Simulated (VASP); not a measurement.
Set up this calculation in VASP 6.6.1, as the native input.

```yaml
Task: single point
Functional: PBEsol
Potentials_or_basis: VASP PAW PBE potentials, release 64 (Ag)
Cutoff: 520 eV
k_mesh: 18 × 18 × 6
Occupations: gaussian, width 0.15 eV
Spin: no spin polarisation
Dipole_correction: no
Further_INCAR_settings: ALGO = Fast; EDIFF = 1e-06; NBANDS = 30
```

The structure of Ag lies in POSCAR:

```
Ag
1.0
    2.8709531734      0.0000000000      0.0000000000
   -1.4354765867      2.4863183812      0.0000000000
    0.0000000000      0.0000000000      9.1979880009
Ag
4
Direct
    0.3333333333      0.6666666667      0.2500000000
    0.6666666667      0.3333333333      0.7500000000
    0.0000000000      0.0000000000      0.0000000000
    0.0000000000      0.0000000000      0.5000000000
```

This isn't the form of Ag at room conditions, which is fcc.

This cell differs from its parent crystal: strain +0.000 along x and y, -0.015 along z.

These files were run (other wordings do the same):

INCAR

```
ALGO = Fast
EDIFF = 1E-6
ENCUT = 520
GGA = PS
ISIF = 2
ISMEAR = 0
LASPH = T
LCHARG = F
LREAL = F
LWAVE = F
NBANDS = 30
NELM = 80
PREC = Accurate
SIGMA = 0.15
```

KPOINTS

```
k-points
0
Gamma
  18 18 6
```

Potentials or basis: VASP PAW PBE potentials, release 64 (Ag).

The run is started by

```bash
$ cat potpaw_PBE.64/Ag/POTCAR > POTCAR
$ mpirun -np 1 vasp_std > vasp.out
```

It gave:

```
Pressure               : 1.7 GPa
Band gap on the k mesh : zero (bands 22 and 23 overlap by 6.50 eV)
```

Caveat: the cell differs from its parent crystal (strain +0.000 along x and y, -0.015 along z); the PAW data sets were made with another functional, which shifts forces and pressure a little.

Run time: 110 s on 1 thread of Intel(R) Xeon(R) 6975P-C (Granite Rapids), with other jobs on the host, peak memory 0.34 GiB.
